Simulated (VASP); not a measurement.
Wanted: the native input for a VASP 6.6.1 run.

```yaml
Task: single point
Functional: PBE
Potentials_or_basis: VASP PAW PBE potentials, release 64 (Sb)
Cutoff: 520 eV
k_mesh: 13 × 13 × 13
Occupations: fermi-dirac, width 0.1 eV
Spin: no spin polarisation
Dipole_correction: no
Further_INCAR_settings: ALGO = Normal; EDIFF = 1e-07; NBANDS = 8
```

The structure of Sb lies in POSCAR:

```
Sb
1.0
   -1.8171593292      1.8171593292      1.8171593292
    1.8171593292     -1.8171593292      1.8171593292
    1.8171593292      1.8171593292     -1.8171593292
Sb
1
Direct
    0.0000000000      0.0000000000      0.0000000000
```

This cell differs from its parent crystal: volume scaled by 0.88.

These files were run (other wordings do the same):

INCAR

```
PREC = Accurate ; ENCUT = 520
EDIFF = 1E-7 ; ISMEAR = -1
SIGMA = 0.1 ; LREAL = False
LASPH = True ; NELM = 100
ALGO = Normal ; ISIF = 2
LWAVE = False ; LCHARG = False
GGA = PE ; NBANDS = 8
```

KPOINTS

```
Automatic mesh
0
Gamma
  13 13 13
```

Potentials or basis: VASP PAW PBE potentials, release 64 (Sb).

Launch:

```sh
$ cat potpaw_PBE.64/Sb/POTCAR > POTCAR
$ mpirun -np 1 vasp_std > vasp.out
```

Results of the run:

The pressure is 9.7 GPa.

Wall time 4.3 s on 1 thread of Intel(R) Xeon(R) 6975P-C (Granite Rapids), on a shared host, peak memory 0.14 GiB.
